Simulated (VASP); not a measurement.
GaN, 8 atoms in the cell. Symmetry: P6_3mc, No. 186, hexagonal system. The conventional cell has a = 3.275 Å, b = 3.275 Å, c = 10.560 Å, α = 90.00°, β = 90.00°, γ = 120.00°. Ga (site symmetry 3m) has 4 N at 1.99 to 2.04 Å within 2.6 Å. Within 2.6 Å of Ga (site symmetry 3m) lie 3 N at 1.98 Å. N (site symmetry 3m) has 4 Ga at 1.98 to 2.04 Å within 2.6 Å. Within 2.6 Å of N (site symmetry 3m) lie 3 Ga at 1.99 Å. 

* Program: VASP 6.6.1
* Task: single point
* Functional: PBEsol
* Potentials or basis: VASP PAW PBE potentials, release 64 (Ga_d, N)
* Cutoff: 520 eV
* k mesh: 10 × 10 × 3
* Occupations: fermi-dirac, width 0.05 eV
* Spin: no spin polarisation
* Dipole correction: no
* Further INCAR settings: ALGO = Normal; EDIFF = 1e-07; NBANDS = 46

Potentials or basis: VASP PAW PBE potentials, release 64 (Ga_d, N).

The run is started by

```bash
$ cat potpaw_PBE.64/Ga_d/POTCAR potpaw_PBE.64/N/POTCAR > POTCAR
$ mpirun -np 1 vasp_std > vasp.out
```

Hardware: 1 thread of AMD EPYC 9R45 96-Core Processor (Zen 5) (shared host).

Q: Estimate the wall time of this run.

A: It took 110 s on 1 thread of AMD EPYC 9R45 96-Core Processor (Zen 5) (shared host), peak memory 0.22 GiB. Counts: scf iterations 18, k points 28.
